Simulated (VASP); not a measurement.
Pt, 1 atom in the cell. It takes space group Fm-3m (No. 225, cubic). The conventional cell has a = 3.860 Å, b = 3.860 Å, c = 3.860 Å, α = 90.00°, β = 90.00°, γ = 90.00°. Pt (site symmetry m-3m) has 12 Pt at 2.73 Å within 3.6 Å. 

* Program: VASP 6.6.1
* Task: single point
* Functional: PBEsol
* Potentials or basis: VASP PAW PBE potentials, release 64 (Pt)
* Cutoff: 520 eV
* k mesh: 24 × 24 × 24
* Occupations: fermi-dirac, width 0.1 eV
* Spin: no spin polarisation
* Dipole correction: no
* Further INCAR settings: ALGO = Normal; EDIFF = 1e-07; NBANDS = 11

Potentials or basis: VASP PAW PBE potentials, release 64 (Pt).

The run is started by

```sh
$ cat potpaw_PBE.64/Pt/POTCAR > POTCAR
$ mpirun -np 1 vasp_std > vasp.out
```

Hardware: 1 thread of Intel(R) Xeon(R) Platinum 8488C (Sapphire Rapids), with other jobs on the host.

Q: Estimate the wall time of this run.

A: Wall time 33 s on 1 thread of Intel(R) Xeon(R) Platinum 8488C (Sapphire Rapids) (shared host), peak memory 0.18 GiB. Counts: scf iterations 12, k points 413.
